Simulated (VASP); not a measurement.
Here is a VASP 6.6.1 calculation.

INCAR

```
ALGO = Normal
EDIFF = 1E-8
ENCUT = 500
GGA = PS
GGA_COMPAT = False
IBRION = 8
ISIF = 2
ISMEAR = -1
LASPH = True
LCHARG = False
LREAL = False
LWAVE = False
NBANDS = 20
NELM = 120
NSW = 1
PREC = Accurate
SIGMA = 0.15
```

The input KPOINTS:

```
k-points
0
Gamma
  12 12 8
```

File POSCAR:

```
SnS2
1.0
    3.5218488877      0.0000000000      0.0000000000
   -1.7609244438      3.0500106050      0.0000000000
    0.0000000000      0.0000000000      4.9832010683
Sn S
1 2
Direct
    0.0000000000      0.0000000000      0.0000000000
    0.6666666667      0.3333333333      0.2940464672
    0.3333333333      0.6666666667      0.7059535328
```

Potentials or basis: VASP PAW PBE potentials, release 64 (Sn_d, S).

Launch:

```bash
$ cat potpaw_PBE.64/Sn_d/POTCAR potpaw_PBE.64/S/POTCAR > POTCAR
$ mpirun -np 1 vasp_std > vasp.out
```

Predict the highest phonon frequency at Γ, LO-TO splitting left out.

353 cm⁻¹.

Phonon frequencies in cm⁻¹ (negative: imaginary):
| q point | frequencies |
| --- | --- |
| (0.000, 0.000, 0.000) | 0 0 0 238 238 284 284 336 353 |

Caveat: the cell stands under pressure or tension, which shifts response properties.
